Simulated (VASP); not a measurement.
RbNaP3:

```
Rb Na P
1.0
     3.64421    2.10399    2.93143
    -3.64421    2.10399    2.93143
     0.00000   -4.20798    2.93143
Rb Na P
1 1 3
Direct
  0.50000 0.50000 0.50000
  0.00000 0.00000 0.00000
  0.00000 0.50000 0.00000
  0.50000 0.00000 0.00000
  0.00000 0.00000 0.50000
```

```yaml
Program: VASP 6.6.1
Task: relaxation of cell and atoms
Functional: PBE
Potentials_or_basis: VASP PAW PBE potentials, release 64 (Rb_sv, Na_pv, P)
Cutoff: 600 eV
k_mesh: 6 × 6 × 6
Occupations: gaussian, width 0.1 eV
Spin: no spin polarisation
```

At the start: pressure -0.2 GPa; volume 26.97 Å³/atom.

Where does the relaxation end?

Over 35 steps the energy falls by 101.7 meV/atom and the volume is 26.72 Å³/atom (-0.9 %); space group R-3m (No. 166, to 0.05 Å).

Step by step:
```tsv
step	energy change (eV)	largest force (eV/Å)	pressure (GPa)	volume (Å³)
1	0.0000	0.0000	-0.19	134.86
2	-0.0008	0.0000	-0.07	134.23
3	-0.0011	0.0000	0.08	133.45
4	-0.0020	0.0000	0.11	133.35
5	-0.0057	0.0000	0.16	133.02
6	-0.0179	0.0000	0.31	132.33
7	-0.0596	0.0000	0.69	130.75
8	-0.2082	0.0000	1.79	126.75
9	-0.2239	0.0000	5.64	115.23
10	-0.2989	0.0000	4.44	118.62
11	-0.2874	0.0000	4.70	117.84
12	-0.2874	0.0000	4.72	117.84
13	-0.2875	0.0000	4.72	117.83
14	-0.2877	0.0000	4.73	117.82
15	-0.2879	0.0000	4.74	117.79
16	-0.2884	0.0000	4.74	117.74
17	-0.2889	0.0000	4.77	117.64
18	-0.2884	0.0000	4.82	117.43
19	-0.2889	0.0000	4.80	117.53
20	-0.2896	0.0000	4.79	117.55
21	-0.2917	0.0000	4.75	117.62
22	-0.2959	0.0000	4.70	117.76
23	-0.3042	0.0000	4.59	118.03
24	-0.3201	0.0000	4.38	118.57
25	-0.3499	0.0000	3.96	119.67
26	-0.4007	0.0000	3.16	121.88
27	-0.4705	0.0000	1.76	126.36
28	-0.4985	0.0000	-0.46	135.59
29	-0.5042	0.0000	0.08	132.96
30	-0.5042	0.0000	0.16	132.65
31	-0.5046	0.0000	0.15	132.68
32	-0.5056	0.0000	0.14	132.78
33	-0.5071	0.0000	0.11	132.98
34	-0.5084	0.0000	0.06	133.37
35	-0.5084	0.0000	0.01	133.61
```

Final structure:
```
Rb Na P
1.0
     4.25734    2.45798    2.12805
    -4.25734    2.45798    2.12805
     0.00000   -4.91596    2.12805
Rb Na P
1 1 3
Direct
  0.50000 0.50000 0.50000
  0.00000 0.00000 0.00000
  0.00000 0.50000 0.00000
  0.50000 0.00000 0.00000
  0.00000 0.00000 0.50000
```
